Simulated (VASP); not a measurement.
# SnO in VASP: further runs, part 2 of 2

VASP 6.6.1.

## Step 3: Single point, PBE+D3(BJ) (layers slid over each other)

Input file INCAR:

```
PREC     = Accurate       # precision mode
ENCUT    = 520            # plane-wave cutoff, eV
EDIFF    = 1E-7           # SCF threshold, eV
ISMEAR   = 0              # smearing method
SIGMA    = 0.05           # smearing width, eV
LREAL    = False          # projectors in reciprocal space
LASPH    = True           # aspherical terms in the spheres
NELM     = 80             # most SCF steps
ALGO     = Normal         # electronic algorithm
ISIF     = 2              # what is computed and relaxed
LWAVE    = False          # write WAVECAR
LCHARG   = True           # write CHGCAR
LDIPOL   = True         
IDIPOL   = 3            
DIPOL    = 0.5 0.5 0.406
GGA      = PE             # functional
IVDW     = 12             # dispersion correction
LELF     = True           # ELF
LVHAR    = True         
LVACPOTAV= True         
NBANDS   = 50             # bands
```

Input file KPOINTS:

```
Automatic mesh
0
Gamma
  7 7 1
```

Input file POSCAR:

```
SnO
1.0
    3.8201528543      0.0002954551      0.0000000000
   -0.0003145191      3.8201528528      0.0000000000
    0.0000000000      0.0000000000     22.2260743460
Sn O
4 4
Direct
    0.9999452911      0.9999452911      0.2024649036
    0.4999452911      0.4999452911      0.3087831466
    0.6666119578      0.4999452911      0.5022496100
    1.1666119578      0.9999452911      0.6085678530
    0.9999461074      0.4999461074      0.2556240251
    0.4999461074      0.9999461074      0.2556240251
    0.6666111415      0.9999444748      0.5554087315
    1.1666111415      0.4999444748      0.5554087315
```

Potentials or basis: VASP PAW PBE potentials, release 64 (Sn_d, O).

Command:

```
> cat potpaw_PBE.64/Sn_d/POTCAR potpaw_PBE.64/O/POTCAR > POTCAR
> mpirun -np 1 vasp_std > vasp.out
```

OUTCAR:

```text
PREC = Accurate
   ENCUT = 520
   EDIFF = 1E-7
   ISMEAR = 0
   LREAL = False
   LASPH = True
   NELM = 80
   ISIF = 2
   GGA = PE
   IVDW = 12
 IVDW          = 12

 ion  position               nearest neighbor table
   1  1.000  1.000  0.202-   6 2.25   5 2.25   6 2.25   5 2.25   2 3.59   2 3.59   2 3.59   2 3.59

   2  0.500  0.500  0.309-   5 2.25   6 2.25   5 2.25   6 2.25   1 3.59   1 3.59   1 3.59   1 3.59

   3  0.667  0.500  0.502-   8 2.25   7 2.25   8 2.25   7 2.25   4 3.59   4 3.59   4 3.59   4 3.59

   4  0.167  1.000  0.609-   7 2.25   8 2.25   7 2.25   8 2.25   3 3.59   3 3.59   3 3.59   3 3.59

   5  1.000  0.500  0.256-   2 2.25   1 2.25   2 2.25   1 2.25
   6  0.500  1.000  0.256-   1 2.25   2 2.25   1 2.25   2 2.25
   7  0.667  1.000  0.555-   4 2.25   3 2.25   4 2.25   3 2.25
   8  0.167  0.500  0.555-   3 2.25   4 2.25   3 2.25   4 2.25

  LATTYP: Found a simple tetragonal cell.
 ALAT       =     3.8201528657
 C/A-ratio  =     5.8181112451

  Lattice vectors:

 A1 = (   3.8201528543,   0.0002954551,   0.0000000000)
 A2 = (  -0.0003145191,   3.8201528528,   0.0000000000)
 A3 = (   0.0000000000,   0.0000000000,  22.2260743460)

Analysis of symmetry for initial positions (statically):
=====================================================================
 Subroutine PRICEL returns:
 Original cell was already a primitive cell.

 Routine SETGRP: Setting up the symmetry group for a
 simple tetragonal supercell.

 Subroutine GETGRP returns: Found  4 space group operations
 (whereof  1 operations were pure point group operations)
 out of a pool of 16 trial point group operations.

The static configuration has the point symmetry C_1 .
 The point group associated with its full space group is C_2h.

Analysis of symmetry for dynamics (positions and initial velocities):
=====================================================================
 Subroutine PRICEL returns:
 Original cell was already a primitive cell.
[... 140 lines left out ...]
   IVDW    =    12    specifies the selected vdW correction
   LEPSILON=     F    determine dielectric tensor
   LRPA    =     F    only Hartree local field effects (RPA)
 non-spin polarized calculation
 Gauss-broadening in eV      SIGMA  =   0.05
  energy-cutoff  :      520.00
  volume of cell :      324.36
 maximum number of plane-waves:      8769
   NGX = 15   NGY = 15   NGZ = 83

 dipolmoment           0.000000      0.000000     -0.000003 electrons x Angstroem

 number of electron      79.9999986 magnetization

 dipolmoment           0.000000      0.000000      0.000004 electrons x Angstroem

 Free energy of the ion-electron system (eV)
  ---------------------------------------------------
  ext. energy  EPLUGINS =         0.00000000
  ---------------------------------------------------
  free energy    TOTEN  =       -45.14040512 eV

  energy without entropy =      -45.14040512  energy(sigma->0) =      -45.14040512

 E-fermi :   0.0728     XC(G=0):  -5.3227

 val. band max:       -0.2053513551   @ k =   0.1429   0.1429   0.0000
 cond. band min:       2.2899502095   @ k =   0.0000   0.4286   0.0000
 fundamental gap:      2.4953015646
 Fermi energy:         0.0728132708

 k-point     1 :       0.0000    0.0000    0.0000
  band No.  band energies     occupation
      1     -21.0441      2.00000
      2     -21.0440      2.00000
      3     -20.6834      2.00000
      4     -20.6834      2.00000
      5     -20.6462      2.00000
      6     -20.6460      2.00000
[... 837 lines left out ...]
     49       6.0286      0.00000
     50       6.0981      0.00000

------------------------ aborting loop because EDIFF is reached ----------------------------------------

 Edisp (eV)   -1.22892

 E8    (eV) :    -0.5430

  FORCE on cell =-STRESS in cart. coord.  units (eV):
  Direction    XX          YY          ZZ          XY          YZ          ZX
  --------------------------------------------------------------------------------------
  -------------------------------------------------------------------------------------
  Total       0.23747     0.21703     0.28980     0.00000     0.00001     0.18604
  in kB       1.17297     1.07203     1.43146     0.00000     0.00007     0.91893
  external pressure =        1.23 kB  Pullay stress =        0.00 kB

 VOLUME and BASIS-vectors are now :
 -----------------------------------------------------------------------------
  energy-cutoff  :      520.00
  volume of cell :      324.36
      direct lattice vectors                 reciprocal lattice vectors
     3.820152854  0.000295455  0.000000000     0.261769629  0.000021552  0.000000000
    -0.000314519  3.820152853  0.000000000    -0.000020246  0.261769629  0.000000000
     0.000000000  0.000000000 22.226074346     0.000000000  0.000000000  0.044992201

 POSITION                                       TOTAL-FORCE (eV/Angst)
 -----------------------------------------------------------------------------------
      3.81963      3.82024      4.50000        -0.003557     -0.000000     -0.085038
      1.90971      1.91002      6.86304        -0.019888     -0.000002      0.074133
      2.54640      1.91006     11.16304         0.019888      0.000002     -0.074133
      0.63617      3.81999     13.52607         0.003557      0.000000      0.085038
      3.81979      1.91017      5.68152        -0.017651     -0.000001      0.000186
      1.90956      3.82009      5.68152         0.006650      0.000001      0.000328
      2.54624      3.82014     12.34456        -0.006650     -0.000001     -0.000328
      0.63632      1.90991     12.34456         0.017651      0.000001     -0.000186
 -----------------------------------------------------------------------------------
    total drift:                               -0.000010     -0.000003      0.000368

  FREE ENERGIE OF THE ION-ELECTRON SYSTEM (eV)
  ---------------------------------------------------
  free  energy   TOTEN  =       -46.3693234314 eV

  energy  without entropy=      -46.3693234314  energy(sigma->0) =      -46.36932343

 vacuum level on the upper side and lower side of the slab         4.939         4.939
```

OSZICAR:

```text
N       E                     dE             d eps       ncg     rms          rms(c)
DAV:   1     0.943717104826E+03    0.94372E+03   -0.38185E+04  1712   0.181E+03
DAV:   2     0.137221435760E+03   -0.80650E+03   -0.77996E+03  1784   0.496E+02
DAV:   3    -0.386825403097E+02   -0.17590E+03   -0.16945E+03  1964   0.219E+02
[... 16 lines left out ...]
DAV:  20    -0.451404018484E+02   -0.13750E-04   -0.80270E-07  1432   0.488E-03    0.168E-03
DAV:  21    -0.451404032173E+02   -0.13688E-05   -0.12298E-07  1226   0.423E-03    0.101E-03
DAV:  22    -0.451404049601E+02   -0.17428E-05   -0.20910E-07  1246   0.239E-03    0.160E-04
DAV:  23    -0.451404050961E+02   -0.13597E-06   -0.24068E-08  1184   0.141E-03    0.170E-04
DAV:  24    -0.451404051155E+02   -0.19445E-07   -0.80404E-09  1146   0.811E-04
   1 F= -.46369323E+02 E0= -.46369323E+02  d E =-.941198E-16
```

Wall time 4.7 min (1 thread of Intel Xeon Platinum 8488C (Sapphire Rapids), shared host); peak memory 0.44 GiB.

Results:

| Item | Value |
| --- | --- |
| Free energy | -46.3693 eV |
| Largest force | 0.085 eV/Å |
| Band gap on the k mesh | 2.50 eV (least direct gap 2.57 eV) |
| Dispersion energy per atom | -0.154 eV |

Forces on the atoms (eV/Å):
```
Sn  -0.004  0.000 -0.085
Sn  -0.020  0.000  0.074
Sn   0.020  0.000 -0.074
Sn   0.004  0.000  0.085
O   -0.018  0.000  0.000
O    0.007  0.000  0.000
O   -0.007  0.000  0.000
O    0.018  0.000  0.000
```

Levels at points of the mesh, in eV from the valence-band top:
```
           k point  band 36  band 37  band 38  band 39  band 40  band 41  band 42  band 43  band 44  band 45
(0.00, 0.00, 0.00)    -1.93    -1.93    -1.93    -0.58    -0.04     2.54     2.88     2.88     3.76     4.90
```

Caveat: the cell differs from its parent crystal (layers slid over each other); spin-orbit coupling is left out, which moves the levels of the heavy elements.

## Step 4: Single point, PBE+D3(BJ) (layers slid over each other)

Input file INCAR:

```
PREC = Accurate ; ENCUT = 520
EDIFF = 1E-6 ; ISMEAR = 0
SIGMA = 0.05 ; LREAL = False
LASPH = True ; NELM = 60
ALGO = Normal ; ISIF = 2
LWAVE = False ; LCHARG = False
LDIPOL = True ; IDIPOL = 3
DIPOL = 0.5 0.5 0.388 ; GGA = PE
IVDW = 12 ; NBANDS = 50
```

Input file KPOINTS:

```
regular mesh
0
Gamma
  7 7 1
```

Input file POSCAR:

```
SnO
1.0
    3.8201528543      0.0002954551      0.0000000000
   -0.0003145191      3.8201528528      0.0000000000
    0.0000000000      0.0000000000     22.2260743460
Sn O
4 4
Direct
    0.9999452911      0.9999452911      0.2024649036
    0.4999452911      0.4999452911      0.3087831466
    0.8332786245      0.4999452911      0.4662558494
    1.3332786245      0.9999452911      0.5725740924
    0.9999461074      0.4999461074      0.2556240251
    0.4999461074      0.9999461074      0.2556240251
    0.8332778082      0.9999444748      0.5194149709
    1.3332778082      0.4999444748      0.5194149709
```

Command:

```
> cat potpaw_PBE.64/Sn_d/POTCAR potpaw_PBE.64/O/POTCAR > POTCAR
> mpirun -np 1 vasp_std > vasp.out
```

Wall time 5.2 min (1 thread of Intel Xeon Platinum 8488C (Sapphire Rapids), shared host); peak memory 0.43 GiB.

Results (log left out):

```yaml
Free_energy: -46.3659 eV
Largest_force: 0.186 eV/Å
Band_gap_on_the_k_mesh: 1.74 eV (least direct gap 1.90 eV)
Dispersion_energy_per_atom: -0.163 eV
```

Forces on the atoms (eV/Å):
```
Sn  -0.018  0.000 -0.069
Sn  -0.139  0.000 -0.123
Sn   0.139  0.000  0.123
Sn   0.018  0.000  0.069
O   -0.092  0.000 -0.003
O    0.038  0.000  0.009
O   -0.038  0.000 -0.009
O    0.092  0.000  0.003
```

Levels at points of the mesh, in eV from the valence-band top:
| k point | band 37 | band 38 | band 39 | band 40 | band 41 | band 42 | band 43 | band 44 |
| --- | --- | --- | --- | --- | --- | --- | --- | --- |
| (0.00, 0.00, 0.00) | -2.24 | -2.24 | -1.07 | -0.10 | 2.30 | 2.56 | 2.56 | 4.04 |

Caveat: the cell differs from its parent crystal (layers slid over each other); spin-orbit coupling is left out, which moves the levels of the heavy elements.

## Step 5: Single point, PBE+D3(BJ) (layers slid over each other)

Input file INCAR:

```
SYSTEM = SnO
ALGO = Normal
DIPOL = 0.5 0.5 0.399
EDIFF = 1E-6
ENCUT = 520
GGA = PE
IDIPOL = 3
ISIF = 2
ISMEAR = 0
IVDW = 12
LASPH = .TRUE.
LCHARG = .FALSE.
LDIPOL = .TRUE.
LREAL = .FALSE.
LWAVE = .FALSE.
NBANDS = 50
NELM = 60
PREC = Accurate
SIGMA = 0.05
```

Input file KPOINTS:

```
k-points
0
G
  7 7 1
  0 0 0
```

Input file POSCAR:

```
SnO
1.0
    3.8201528543      0.0002954551      0.0000000000
   -0.0003145191      3.8201528528      0.0000000000
    0.0000000000      0.0000000000     22.2260743460
Sn O
4 4
Direct
    0.9999452911      0.9999452911      0.2024649036
    0.4999452911      0.4999452911      0.3087831466
    0.8332786245      0.4999452911      0.4896517938
    1.3332786245      0.9999452911      0.5959700368
    0.9999461074      0.4999461074      0.2556240251
    0.4999461074      0.9999461074      0.2556240251
    0.8332778082      0.9999444748      0.5428109153
    1.3332778082      0.4999444748      0.5428109153
```

Command:

```
> cat potpaw_PBE.64/Sn_d/POTCAR potpaw_PBE.64/O/POTCAR > POTCAR
> mpirun -np 1 vasp_std > vasp.out
```

Run time: 5.3 min. Hardware: 1 thread of Intel Xeon Platinum 8488C (Sapphire Rapids), shared host; peak memory 0.43 GiB.

Results (log left out):

```yaml
Free_energy: -46.4015 eV
Largest_force: 0.090 eV/Å
Band_gap_on_the_k_mesh: 2.32 eV (least direct gap 2.52 eV)
Dispersion_energy_per_atom: -0.157 eV
```

Forces in eV/Å, atoms in the order of the input:
```
Sn  -0.006  0.000 -0.080
Sn  -0.039  0.000  0.082
Sn   0.039  0.000 -0.082
Sn   0.006  0.000  0.080
O   -0.031  0.000  0.005
O    0.013  0.000  0.006
O   -0.013  0.000 -0.006
O    0.031  0.000 -0.005
```

Levels at points of the mesh, in eV from the valence-band top:
```csv
k point,band 38,band 39,band 40,band 41,band 42,band 43
"(0.00, 0.00, 0.00)",-1.99,-0.70,-0.03,2.49,2.82,2.82
```

Caveat: the cell differs from its parent crystal (layers slid over each other); spin-orbit coupling is left out, which moves the levels of the heavy elements.

## Step 6: The runs side by side

| cell | gap on the mesh (eV) | largest force (eV/Å) |
| --- | --- | --- |
| as given, atomic positions A | 2.00 | 0.19 |
| as given, atomic positions B | 2.50 | 0.09 |
| as given, atomic positions C | 1.74 | 0.19 |
| as given, atomic positions D | 2.32 | 0.09 |

Alike in all rows: task single point; level PBE+D3(BJ); potentials or basis VASP PAW PBE potentials, release 64 (Sn_d, O); no spin polarisation; k mesh 7 × 7 × 1; cutoff (eV) 520; smearing gaussian 0.05 eV.

Caveats: spin-orbit coupling is left out, which moves the levels of the heavy elements.

Absolute energies hang on the potentials; compare differences alone.
